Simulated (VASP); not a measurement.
# MgO (P6_3/mmc) in VASP: a series of runs

MgO is run at these levels: PBE; tasks: single point.

Everything below comes from runs of VASP 6.6.1. Logs are shortened: lines on timing, memory, paths and dates and some standing lists are left out, and cuts for length are marked.

**1. The cell of the first run**

The structure is hexagonal, space group P6_3/mmc (No. 194). The conventional cell has a = 3.627 Å, b = 3.627 Å, c = 4.027 Å, α = 90.00°, β = 90.00°, γ = 120.00°. Within 2.7 Å of Mg (site symmetry -6m2) lie 5 O at 2.01 to 2.09 Å. Within 2.7 Å of O (site symmetry -6m2) lie 5 Mg at 2.01 to 2.09 Å.

**2. Single point, PBE**

Contents of INCAR:

```
SYSTEM = MgO
PREC = Accurate
ENCUT = 520
EDIFF = 1E-6
ISMEAR = 0
SIGMA = 0.05
LREAL = .False.
LASPH = .True.
NELM = 80
ALGO = Normal
ISIF = 2
LWAVE = .False.
LCHARG = .False.
GGA = PE
NBANDS = 16
```

Contents of KPOINTS:

```
regular mesh
0
Gamma
  9 9 6
  0 0 0
```

Contents of POSCAR:

```
MgO
1.0
    3.6270000000      0.0000000000      0.0000000000
   -1.8135000000      3.1410741395      0.0000000000
    0.0000000000      0.0000000000      4.0274000000
Mg O
2 2
Direct
    0.6666666667      0.3333333333      0.7500000000
    0.3333333333      0.6666666667      0.2500000000
    0.6666666667      0.3333333333      0.2500000000
    0.3333333333      0.6666666667      0.7500000000
```

Potentials or basis: VASP PAW PBE potentials, release 64 (Mg, O).

On the command line:

```
$ cat potpaw_PBE.64/Mg/POTCAR potpaw_PBE.64/O/POTCAR > POTCAR
$ mpirun -np 1 vasp_std > vasp.out
```

OUTCAR:

```text
SYSTEM = MgO
   PREC = Accurate
   ENCUT = 520
   EDIFF = 1E-6
   ISMEAR = 0
   LREAL = .False.
   LASPH = .True.
   NELM = 80
   ISIF = 2
   GGA = PE

 ion  position               nearest neighbor table
   1  0.667  0.333  0.750-   3 2.01   3 2.01   4 2.09   4 2.09   4 2.09   2 2.91   2 2.91   2 2.91
                             2 2.91   2 2.91   2 2.91
   2  0.333  0.667  0.250-   4 2.01   4 2.01   3 2.09   3 2.09   3 2.09   1 2.91   1 2.91   1 2.91
                             1 2.91   1 2.91   1 2.91
   3  0.667  0.333  0.250-   1 2.01   1 2.01   2 2.09   2 2.09   2 2.09
   4  0.333  0.667  0.750-   2 2.01   2 2.01   1 2.09   1 2.09   1 2.09

  LATTYP: Found a hexagonal cell.
 ALAT       =     3.6270000000
 C/A-ratio  =     1.1103942652

  Lattice vectors:

 A1 = (   3.6270000000,   0.0000000000,   0.0000000000)
 A2 = (  -1.8135000000,   3.1410741395,   0.0000000000)
 A3 = (   0.0000000000,   0.0000000000,   4.0274000000)

Analysis of symmetry for initial positions (statically):
=====================================================================
 Subroutine PRICEL returns:
 Original cell was already a primitive cell.

 Routine SETGRP: Setting up the symmetry group for a
 hexagonal supercell.

 Subroutine GETGRP returns: Found 24 space group operations
 (whereof 12 operations were pure point group operations)
 out of a pool of 24 trial point group operations.

The static configuration has the point symmetry D_3d.
 The point group associated with its full space group is D_6h.

Analysis of symmetry for dynamics (positions and initial velocities):
=====================================================================
 Subroutine PRICEL returns:
 Original cell was already a primitive cell.

 Routine SETGRP: Setting up the symmetry group for a
 hexagonal supercell.

 Subroutine GETGRP returns: Found 24 space group operations
 (whereof 12 operations were pure point group operations)
 out of a pool of 24 trial point group operations.

The dynamic configuration has the point symmetry D_3d.
 The point group associated with its full space group is D_6h.

 Subroutine INISYM returns: Found 24 space group operations
 (whereof 12 operations are pure point group operations),
 and found     1 'primitive' translations

----------------------------------------------------------------------------------------

                                     Primitive cell

  volume of cell :      45.8829

  direct lattice vectors                    reciprocal lattice vectors
     3.627000000  0.000000000  0.000000000     0.275709953  0.159181216  0.000000000
    -1.813500000  3.141074140  0.000000000     0.000000000  0.318362431  0.000000000
     0.000000000  0.000000000  4.027400000     0.000000000  0.000000000  0.248299151

  length of vectors
     3.627000000  3.627000000  4.027400000     0.318362431  0.318362431  0.248299151

  position of ions in fractional coordinates (direct lattice)
     0.666666667  0.333333333  0.750000000
     0.333333333  0.666666667  0.250000000
     0.666666667  0.333333333  0.250000000
     0.333333333  0.666666667  0.750000000

  ion indices of the primitive-cell ions
   primitive index   ion index
                 1           1
                 2           2
                 3           3
                 4           4

----------------------------------------------------------------------------------------

 KPOINTS: regular mesh

Automatic generation of k-mesh.
 Grid dimensions read from file:
 generate k-points for:    9    9    6

 Generating k-lattice:

  Cartesian coordinates                     Fractional coordinates (reciprocal lattice)
     0.030634439  0.017686802  0.000000000     0.111111111  0.000000000  0.000000000
     0.000000000  0.035373603  0.000000000     0.000000000  0.111111111  0.000000000
     0.000000000  0.000000000  0.041383192     0.000000000  0.000000000  0.166666667

  Length of vectors
     0.035373603  0.035373603  0.041383192

  Shift w.r.t. Gamma in fractional coordinates (k-lattice)
     0.000000000  0.000000000  0.000000000

 Subroutine IBZKPT returns following result:
 ===========================================

 Found     48 irreducible k-points:

 Following reciprocal coordinates:
            Coordinates               Weight
  0.000000  0.000000  0.000000      1.000000
  0.111111 -0.000000  0.000000      6.000000
  0.222222 -0.000000  0.000000      6.000000
  0.333333 -0.000000  0.000000      6.000000
  0.444444 -0.000000  0.000000      6.000000
  0.111111  0.111111  0.000000      6.000000
[... 16 lines left out ...]
  0.333333  0.222222  0.166667     24.000000
  0.333333  0.333333  0.166667      4.000000
 [... further k-points ...]
   k-points           NKPTS =     48   k-points in BZ     NKDIM =     48   number of bands    NBANDS=     16
   number of dos      NEDOS =    301   number of ions     NIONS =      4
   total plane-waves  NPLWV =  23520
   dimension x,y,z NGX =    28 NGY =   28 NGZ =   30
   dimension x,y,z NGXF=    56 NGYF=   56 NGZF=   60
   ions per type =               2   2
   NGX,Y,Z   is equivalent  to a cutoff of  12.83, 12.83, 12.38 a.u.
   NGXF,Y,Z  is equivalent  to a cutoff of  25.67, 25.67, 24.77 a.u.
 SYSTEM =  MgO
   PREC   = accura    normal or accurate (medium, high low for compatibility)
   ISTART =      0    job   : 0-new  1-cont  2-samecut
   ICHARG =      2    charge: 1-file 2-atom 10-const
   ISPIN  =      1    spin polarized calculation?
   LNONCOLLINEAR =      F non collinear calculations
   LSORBIT =      F    spin-orbit coupling
   LASPH  =      T    aspherical Exc in radial PAW
   ENCUT  =  520.0 eV  38.22 Ry    6.18 a.u.   6.74  6.74  7.49*2*pi/ulx,y,z
   NELM   =     80;   NELMIN=  2; NELMDL= -5     # of ELM steps
   EDIFF  = 0.1E-05   stopping-criterion for ELM
   LREAL  =      F    real-space projection
   EDIFFG = 0.1E-04   stopping-criterion for IOM
   NSW    =      0    number of steps for IOM
   IBRION =     -1    ionic relax: 0-MD 1-quasi-New 2-CG
   NFREE  =      0    steps in history (QN), initial steepest desc. (CG)
   ISIF   =      2    stress and relaxation
   ISYM   =      2    0-nonsym 1-usesym 2-fastsym
   POTIM  = 0.5000    time-step for ionic-motion
   TEBEG  =    0.0;   TEEND  =   0.0 temperature during run
   PSTRESS=    0.0 pullay stress
   NELECT =      16.0000    total number of electrons
   NUPDOWN=      -1.0000    fix difference up-down
   EMIN   =  10.00;   EMAX   =-10.00  energy-range for DOS
   EFERMI =   0.00;   METHOD = LEGACY
   ISMEAR =     0;   SIGMA  =   0.05  broadening in eV -4-tet -1-fermi 0-gaus
   EFERMI_NEDOS =   21; number of points for ismear=-14 and -15
   IALGO  =     38    algorithm
   IMIX   =      4    mixing-type and parameters
     AMIX     =   0.40;   BMIX     =  1.00
     AMIX_MAG =   1.60;   BMIX_MAG =  1.00
  volume/ion in A,a.u.               =      11.47        77.41
  Fermi-wavevector in a.u.,A,eV,Ry     =   1.152298  2.177527 18.065676  1.327790
  Thomas-Fermi vector in A             =   2.288950
   LORBIT       =      0    0 simple, 1 ext, 2 COOP (PROOUT), +10 PAW based schemes
   GGA     = PE    functional components
   LHFCALC =     F    Hartree Fock is set to
   AEXX    =    0.0000 exact exchange contribution
   IVDW    =     0    specifies the selected vdW correction
   LEPSILON=     F    determine dielectric tensor
   LRPA    =     F    only Hartree local field effects (RPA)
 non-spin polarized calculation
 Gauss-broadening in eV      SIGMA  =   0.05
  energy-cutoff  :      520.00
  volume of cell :       45.88
 maximum number of plane-waves:      1251
 NGX is ok and might be reduce to    28
   NGX = 13   NGY = 13   NGZ = 15

 number of electron      15.9999998 magnetization

 Free energy of the ion-electron system (eV)
  ---------------------------------------------------
  ext. energy  EPLUGINS =         0.00000000
  ---------------------------------------------------
  free energy    TOTEN  =       -23.57337895 eV

  energy without entropy =      -23.57337895  energy(sigma->0) =      -23.57337895

 E-fermi :   1.8681     XC(G=0):  -9.8575

 val. band max:        1.5750498358   @ k =   0.0000   0.0000   0.0000
 cond. band min:       4.9146308522   @ k =   0.0000   0.0000   0.0000
 fundamental gap:      3.3395810164
 Fermi energy:         1.8681494617

 k-point     1 :       0.0000    0.0000    0.0000
  band No.  band energies     occupation
      1     -15.0786      2.00000
      2     -13.6823      2.00000
      3      -1.6333      2.00000
      4      -0.0737      2.00000
      5      -0.0737      2.00000
      6       1.0349      2.00000
[... 8 lines left out ...]
     15      16.7708      0.00000
     16      16.9530      0.00000

 k-point     2 :       0.1111   -0.0000    0.0000
  band No.  band energies     occupation
      1     -15.0253      2.00000
      2     -13.7012      2.00000
      3      -1.5502      2.00000
      4      -0.2303      2.00000
      5      -0.1696      2.00000
      6       0.7557      2.00000
[... 8 lines left out ...]
     15      16.4534      0.00000
     16      16.5924      0.00000

 k-point     3 :       0.2222   -0.0000    0.0000
  band No.  band energies     occupation
      1     -14.8779      2.00000
      2     -13.7615      2.00000
      3      -1.3126      2.00000
      4      -0.7059      2.00000
      5      -0.3719      2.00000
      6       0.3682      2.00000
[... 8 lines left out ...]
     15      15.6339      0.00000
     16      16.3984      0.00000

 k-point     4 :       0.3333   -0.0000    0.0000
  band No.  band energies     occupation
      1     -14.6734      2.00000
      2     -13.8657      2.00000
      3      -1.2588      2.00000
      4      -0.9612      2.00000
      5      -0.5613      2.00000
      6       0.1522      2.00000
[... 8 lines left out ...]
     15      15.0090      0.00000
     16      16.5654      0.00000

 k-point     5 :       0.4444   -0.0000    0.0000
  band No.  band energies     occupation
      1     -14.4886      2.00000
      2     -13.9841      2.00000
      3      -1.5940      2.00000
      4      -0.6702      2.00000
      5      -0.6136      2.00000
      6       0.0565      2.00000
[... 8 lines left out ...]
     15      15.4940      0.00000
     16      16.7451      0.00000

 k-point     6 :       0.1111    0.1111    0.0000
  band No.  band energies     occupation
      1     -14.9248      2.00000
      2     -13.7410      2.00000
      3      -1.3896      2.00000
      4      -0.5051      2.00000
      5      -0.3852      2.00000
      6       0.4941      2.00000
[... 8 lines left out ...]
     15      16.0695      0.00000
     16      16.2139      0.00000
[... 267 lines left out ...]
 k-point    21 :       0.4444    0.1111    0.1667
  band No.  band energies     occupation
      1     -14.3764      2.00000
      2     -14.0326      2.00000
      3      -1.8237      2.00000
      4      -0.8078      2.00000
      5      -0.7528      2.00000
      6       0.0258      2.00000
[... 8 lines left out ...]
     15      16.1322      0.00000
     16      16.6317      0.00000

 k-point    22 :       0.2222    0.2222    0.1667
  band No.  band energies     occupation
      1     -14.5010      2.00000
      2     -13.9515      2.00000
      3      -1.4130      2.00000
      4      -1.3699      2.00000
      5      -0.3825      2.00000
      6       0.0706      2.00000
[... 8 lines left out ...]
     15      16.3849      0.00000
     16      16.9536      0.00000

 k-point    23 :       0.3333    0.2222    0.1667
  band No.  band energies     occupation
      1     -14.3353      2.00000
      2     -14.0607      2.00000
      3      -1.6779      2.00000
      4      -1.1448      2.00000
      5      -0.7339      2.00000
      6       0.2968      2.00000
[... 8 lines left out ...]
     15      16.2327      0.00000
     16      17.1547      0.00000

 k-point    24 :       0.3333    0.3333    0.1667
  band No.  band energies     occupation
      1     -14.1881      2.00000
      2     -14.1881      2.00000
      3      -1.6756      2.00000
      4      -1.0147      2.00000
      5      -1.0147      2.00000
      6       0.6268      2.00000
[... 8 lines left out ...]
     15      16.1365      0.00000
     16      17.7799      0.00000

 [... further k-points ...]
[... 5 lines left out ...]
  --------------------------------------------------------------------------------------
  -------------------------------------------------------------------------------------
  Total       -1.1853189     -1.1853189      2.8330003      0.0000000      0.0000000      0.0000000
  in kB      -41.3899853    -41.3899853     98.9251440      0.0000000      0.0000000      0.0000000
  external PRESSURE =       5.3817244 kB  Pullay stress =       0.0000000 kB

 VOLUME and BASIS-vectors are now :
 -----------------------------------------------------------------------------
  energy-cutoff  :      520.00
  volume of cell :       45.88
      direct lattice vectors                 reciprocal lattice vectors
     3.627000000  0.000000000  0.000000000     0.275709953  0.159181216  0.000000000
    -1.813500000  3.141074140  0.000000000     0.000000000  0.318362431  0.000000000
     0.000000000  0.000000000  4.027400000     0.000000000  0.000000000  0.248299151

 POSITION                                       TOTAL-FORCE (eV/Angst)
 -----------------------------------------------------------------------------------
      1.81350      1.04702      3.02055        -0.000000      0.000000      0.000000
     -0.00000      2.09405      1.00685         0.000000     -0.000000      0.000000
      1.81350      1.04702      1.00685        -0.000000      0.000000      0.000000
     -0.00000      2.09405      3.02055         0.000000     -0.000000      0.000000
 -----------------------------------------------------------------------------------
    total drift:                               -0.000000     -0.000000     -0.000000

  FREE ENERGIE OF THE ION-ELECTRON SYSTEM (eV)
  ---------------------------------------------------
  free  energy   TOTEN  =       -23.5733789476 eV

  energy  without entropy=      -23.5733789476  energy(sigma->0) =      -23.57337895
```

Run time: 40 s. Hardware: 1 thread of Intel Xeon 8259CL, shared host; peak memory 0.18 GiB.

Results:

```
Free energy            : -23.5734 eV
Pressure               : 0.5 GPa
Band gap on the k mesh : 3.34 eV, direct
```

Stress tensor (GPa, compression positive):
```
-4.14  0.00  0.00
 0.00 -4.14  0.00
 0.00  0.00  9.89
```

**3. Single point, PBE**

This run uses another cell than the first one, of 11.61 Å³/atom, 1.012 times its volume.

Contents of INCAR:

```
PREC = Accurate
ENCUT = 520
EDIFF = 1E-6
ISMEAR = 0
SIGMA = 0.05
LREAL = False
LASPH = True
NELM = 60
ALGO = Normal
ISIF = 2
LWAVE = False
LCHARG = False
GGA = PE
NBANDS = 16
```

Contents of KPOINTS:

```
Automatic mesh
0
Gamma
  9 9 6
```

Contents of POSCAR:

```
MgO
1.0
    3.5565000000      0.0000000000      0.0000000000
   -1.7782500000      3.0800193485      0.0000000000
    0.0000000000      0.0000000000      4.2393824570
Mg O
2 2
Direct
    0.6666666667      0.3333333333      0.7500000000
    0.3333333333      0.6666666667      0.2500000000
    0.6666666667      0.3333333333      0.2500000000
    0.3333333333      0.6666666667      0.7500000000
```

Potentials or basis: VASP PAW PBE potentials, release 64 (Mg, O).

On the command line:

```
$ cat potpaw_PBE.64/Mg/POTCAR potpaw_PBE.64/O/POTCAR > POTCAR
$ mpirun -np 1 vasp_std > vasp.out
```

Run time: 44 s. Hardware: 1 thread of Intel Xeon 8259CL, shared host; peak memory 0.18 GiB.

Results (log left out):

- Free energy: -23.6651 eV
- Pressure: -2.9 GPa
- Band gap on the k mesh: 3.17 eV, direct

Stress tensor (GPa, compression positive):
```
-3.24  0.00  0.00
 0.00 -3.24  0.00
 0.00  0.00 -2.14
```

Levels at points of the mesh, in eV from the valence-band top:
| k point | band 4 | band 5 | band 6 | band 7 | band 8 | band 9 | band 10 | band 11 | band 12 | band 13 |
| --- | --- | --- | --- | --- | --- | --- | --- | --- | --- | --- |
| (0.00, 0.00, 0.00) | -1.63 | -1.63 | -0.72 | -0.72 | 0.00 | 3.17 | 9.07 | 11.89 | 12.15 | 12.15 |
| (0.00, 0.00, 0.50) | -2.32 | -1.19 | -1.19 | -1.19 | -1.19 | 6.19 | 6.19 | 12.51 | 12.51 | 12.51 |

PBE gaps usually lie below the measured ones, often by a third to a half.

**4. Single point, PBE**

This run uses another cell than the first one, of 11.49 Å³/atom, 1.002 times its volume.

INCAR: that of step 3 with these lines changed.

```diff
@@ -7,3 +7,3 @@
 LASPH = True
-NELM = 60
+NELM = 80
 ALGO = Normal
```

KPOINTS is that of step 3.

Contents of POSCAR:

```
MgO
1.0
    3.5213164829      0.0000000000      0.0000000000
   -1.7606582415      3.0495495290      0.0000000000
    0.0000000000      0.0000000000      4.2818000000
Mg O
2 2
Direct
    0.6666666667      0.3333333333      0.7500000000
    0.3333333333      0.6666666667      0.2500000000
    0.6666666667      0.3333333333      0.2500000000
    0.3333333333      0.6666666667      0.7500000000
```

On the command line:

```
$ cat potpaw_PBE.64/Mg/POTCAR potpaw_PBE.64/O/POTCAR > POTCAR
$ mpirun -np 1 vasp_std > vasp.out
```

It took 39 s on 1 thread of Intel Xeon 8259CL, shared host; peak memory 0.18 GiB.

It converged, with:

```
Free energy            : -23.6705 eV
Pressure               : -1.8 GPa
Band gap on the k mesh : 3.19 eV, direct
```

Stress tensor (GPa, compression positive):
```
-1.26  0.00  0.00
 0.00 -1.26  0.00
 0.00  0.00 -2.88
```

Levels at points of the mesh, in eV from the valence-band top:
| k point | band 6 | band 7 | band 8 | band 9 | band 10 | band 11 |
| --- | --- | --- | --- | --- | --- | --- |
| (0.00, 0.00, 0.00) | -0.79 | -0.79 | 0.00 | 3.19 | 9.06 | 11.76 |
| (0.00, 0.00, 0.50) | -1.23 | -1.23 | -1.23 | 6.19 | 6.19 | 12.68 |

As with any semilocal functional, this PBE gap is likely too small.

(Part 1 of 2 ends here.)
